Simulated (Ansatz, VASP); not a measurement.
WS2: VASP beside Ansatz

The input INCAR:

```
SYSTEM = WS2
ALGO     = Normal         ! electronic algorithm
EDIFF    = 1E-6           ! SCF threshold, eV
ENCUT    = 520            ! plane-wave cutoff, eV
GGA      = PS             ! functional
ISIF     = 2              ! what is computed and relaxed
ISMEAR   = 0              ! smearing method
LASPH    = .TRUE.         ! aspherical terms in the spheres
LCHARG   = .FALSE.        ! write CHGCAR
LREAL    = .FALSE.        ! projectors in reciprocal space
LWAVE    = .FALSE.        ! write WAVECAR
NBANDS   = 35             ! bands
NELM     = 100            ! most SCF steps
PREC     = Accurate       ! precision mode
SIGMA    = 0.05           ! smearing width, eV
```

The input KPOINTS:

```
k-points
0
G
  12 12 2
  0 0 0
```

POSCAR

```
WS2
1.0
    3.1035503241      0.0000000000      0.0000000000
   -1.5517751620      2.6877534226      0.0000000000
    0.0000000000      0.0000000000     23.2524349544
W S
2 4
Direct
    0.3333333333      0.6666666667      0.6345659624
    0.6666666667      0.3333333333      0.3654340376
    0.3333333333      0.6666666667      0.2989660749
    0.6666666667      0.3333333333      0.5680485953
    0.3333333333      0.6666666667      0.4319514047
    0.6666666667      0.3333333333      0.7010339251
```

Input for Ansatz:

```yaml
crystal:
  lattice:
    - [3.1035503241, 0.0, 0.0]
    - [-1.551775162, 2.6877534226, 0.0]
    - [0.0, 0.0, 23.2524349544]
  atoms:
    - { symbol: W, position: [0.3333333333, 0.6666666667, 0.6345659624] }
    - { symbol: W, position: [0.6666666667, 0.3333333333, 0.3654340376] }
    - { symbol: S, position: [0.3333333333, 0.6666666667, 0.2989660749] }
    - { symbol: S, position: [0.6666666667, 0.3333333333, 0.5680485953] }
    - { symbol: S, position: [0.3333333333, 0.6666666667, 0.4319514047] }
    - { symbol: S, position: [0.6666666667, 0.3333333333, 0.7010339251] }
basis:
  ecutwfc: 420
kpoints:
  mp_grid: { grid: [12, 12, 2] }
hamiltonian:
  xc: pbesol
  pseudopotentials: { kind: paw, azcp: { folder: soft_1 } }
scf:
  occupations: { method: gaussian, width: 0.05 }
output:
  forces: true
  stress: true
  eigenvalues: true
```

Alike in both runs: task single point; functional PBEsol; k mesh 12 × 12 × 2; occupations gaussian, width 0.05 eV; no spin polarisation.

```csv
,VASP,Ansatz
version,VASP 6.6.1,Ansatz 0.2.0
potentials or method,"VASP PAW PBE potentials, release 64 (W_sv, S), cutoff 520 eV","scalar-relativistic, plane waves, PAW"
valence electrons in the cell,52,52
```

```tsv
	VASP	Ansatz	Ansatz less VASP
gap on the k mesh at the Fermi level (eV)	1.55	1.54	-0.014
least direct gap on the mesh (eV)	2.01	2.00	-0.004
rms of the force components (eV/Å)	0.384	0.374	-0.0099
```

VASP's potentials were made for PBE, not for PBEsol, and Ansatz warns of the same on its side. Atom by atom the forces differ by 0.010 eV/Å (rms over components).

Neither program's run includes spin-orbit coupling.
